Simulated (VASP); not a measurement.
Here is a VASP 6.6.1 calculation.

Contents of INCAR:

```
PREC = Accurate
ENCUT = 520
EDIFF = 1E-6
ISMEAR = -1
SIGMA = 0.05
LREAL = Auto
LASPH = True
NELM = 100
ALGO = Normal
ISIF = 2
LWAVE = False
LCHARG = False
GGA = PS
IBRION = 2
NSW = 100
EDIFFG = -0.03
NELECT = 250.0
```

The input KPOINTS:

```
Automatic mesh
0
Gamma
  1 1 1
```

POSCAR

```
Si31C32
1.0
    8.7137060000      0.0000000000      0.0000000000
    0.0000000000      8.7137060000      0.0000000000
    0.0000000000      0.0000000000      8.7137060000
Si C
31 32
Direct
    0.9983030000      0.0029520000      0.0015420000
    0.0004390000      0.9984370000      0.5052010000
    0.9976880000      0.5010110000      0.9991740000
    0.0034050000      0.5006910000      0.5004920000
    0.5037010000      0.0015150000      0.0046240000
    0.4996250000      0.9968120000      0.4978600000
    0.5022470000      0.4964160000      0.9975030000
    0.2507360000      0.2515880000      0.0000250000
    0.2475240000      0.2483980000      0.5021600000
    0.2524140000      0.7492720000      0.0009400000
    0.2488570000      0.7515460000      0.4964040000
    0.7525800000      0.2500420000      0.9978960000
    0.7519460000      0.2504970000      0.4979540000
    0.7496090000      0.7495460000      0.9964600000
    0.7540190000      0.7508940000      0.4992960000
    0.2505520000      0.9952040000      0.2565870000
    0.2498420000      0.0009340000      0.7466590000
    0.2517260000      0.5020910000      0.2470900000
    0.2478980000      0.4973200000      0.7473560000
    0.7498540000      0.9985110000      0.2547350000
    0.7483770000      0.0033680000      0.7481070000
    0.7500790000      0.4990470000      0.2521410000
    0.7489120000      0.5038460000      0.7537840000
    0.0027110000      0.2534990000      0.2514630000
    0.0011280000      0.2519640000      0.7500890000
    0.9971590000      0.7509350000      0.2544470000
    0.0000160000      0.7489280000      0.7472310000
    0.4984930000      0.2515330000      0.2455480000
    0.4983920000      0.2521020000      0.7504430000
    0.4997560000      0.7475260000      0.2471520000
    0.5022820000      0.7485470000      0.7473180000
    0.1246830000      0.1231600000      0.1235360000
    0.1252330000      0.1262910000      0.6256310000
    0.1238530000      0.6249530000      0.1259760000
    0.1239370000      0.6238930000      0.6279330000
    0.6246960000      0.1288810000      0.1237960000
    0.6255140000      0.1233700000      0.6274610000
    0.6276190000      0.6257240000      0.1300820000
    0.6234850000      0.6218790000      0.6229760000
    0.3762470000      0.3783990000      0.1241340000
    0.3739830000      0.3726340000      0.6222470000
    0.3772530000      0.8718860000      0.1274560000
    0.3748570000      0.8738480000      0.6244670000
    0.8724520000      0.3723470000      0.1263260000
    0.8755620000      0.3743560000      0.6256360000
    0.8722200000      0.8755720000      0.1274750000
    0.8755880000      0.8723690000      0.6245630000
    0.3713160000      0.1218760000      0.3778040000
    0.3714140000      0.1254640000      0.8783540000
    0.3739690000      0.6226020000      0.3791300000
    0.3789230000      0.6270980000      0.8762380000
    0.8761610000      0.1252640000      0.3769750000
    0.8743340000      0.1215770000      0.8761020000
    0.8775140000      0.6250360000      0.3741700000
    0.8748790000      0.6278390000      0.8785710000
    0.1260830000      0.3739650000      0.3751000000
    0.1276040000      0.3749530000      0.8724000000
    0.1268810000      0.8768730000      0.3759770000
    0.1238850000      0.8749970000      0.8756090000
    0.6238610000      0.3758490000      0.3747890000
    0.6239110000      0.3761320000      0.8803830000
    0.6313690000      0.8714830000      0.3728380000
    0.6237890000      0.8743220000      0.8735460000
```

Potentials or basis: VASP PAW PBE potentials, release 64 (Si, C).

The run is started by

```bash
$ cat potpaw_PBE.64/Si/POTCAR potpaw_PBE.64/C/POTCAR > POTCAR
$ mpirun -np 1 vasp_gam > vasp.out
```

Question: Estimate the energy gained by relaxing.

Answer: 34.7 meV/atom.

Forces in eV/Å, atoms in the order of the input:
```
Si   0.004  0.004 -0.005
Si  -0.001 -0.001  0.003
Si  -0.001  0.007 -0.002
Si   0.006 -0.002  0.005
Si   0.002 -0.006 -0.006
Si  -0.002 -0.006  0.008
Si   0.010 -0.006 -0.001
Si   0.006  0.009 -0.009
Si   0.001  0.000 -0.002
Si   0.004 -0.001 -0.003
Si   0.003 -0.006  0.000
Si  -0.008  0.011 -0.006
Si  -0.005 -0.006  0.008
Si  -0.005 -0.003 -0.004
Si  -0.006 -0.005 -0.002
Si  -0.001 -0.003  0.008
Si   0.012 -0.009 -0.004
Si  -0.005  0.000 -0.006
Si   0.010  0.011  0.008
Si  -0.007 -0.002  0.007
Si  -0.009  0.004 -0.012
Si  -0.004  0.006  0.007
Si   0.004  0.004 -0.002
Si   0.002  0.004  0.010
Si  -0.005  0.012  0.004
Si  -0.001 -0.013  0.010
Si  -0.002 -0.005 -0.006
Si  -0.001  0.002  0.003
Si   0.003  0.009 -0.012
Si   0.001  0.004 -0.005
Si  -0.006  0.000 -0.006
C    0.001 -0.004  0.005
C   -0.001 -0.002 -0.010
C   -0.007  0.006  0.000
C   -0.005  0.008  0.002
C    0.005 -0.008  0.000
C    0.005  0.001 -0.010
C    0.008  0.002  0.006
C    0.004 -0.002 -0.002
C   -0.011 -0.004 -0.005
C    0.000  0.000 -0.010
C    0.000  0.002  0.003
C   -0.003  0.002  0.001
C    0.005  0.005 -0.003
C    0.003 -0.004 -0.004
C    0.002  0.007  0.008
C    0.003  0.002 -0.002
C   -0.003 -0.005  0.001
C    0.002 -0.004  0.009
C    0.000 -0.007 -0.002
C   -0.005  0.004 -0.007
C    0.008 -0.002  0.009
C    0.002  0.005  0.008
C    0.004 -0.002 -0.001
C    0.007 -0.003  0.009
C   -0.004 -0.004  0.000
C   -0.006 -0.002  0.005
C   -0.003  0.005  0.000
C   -0.008  0.004  0.001
C    0.000 -0.008 -0.004
C   -0.002 -0.006  0.010
C    0.009  0.001 -0.005
C   -0.004  0.003 -0.001
```

Caveat: the k points lie up to 0.72 Å⁻¹ apart; the cell carries a net charge on a neutralising background, which shifts energy and pressure; the PAW data sets were made with another functional, which shifts forces and pressure a little.
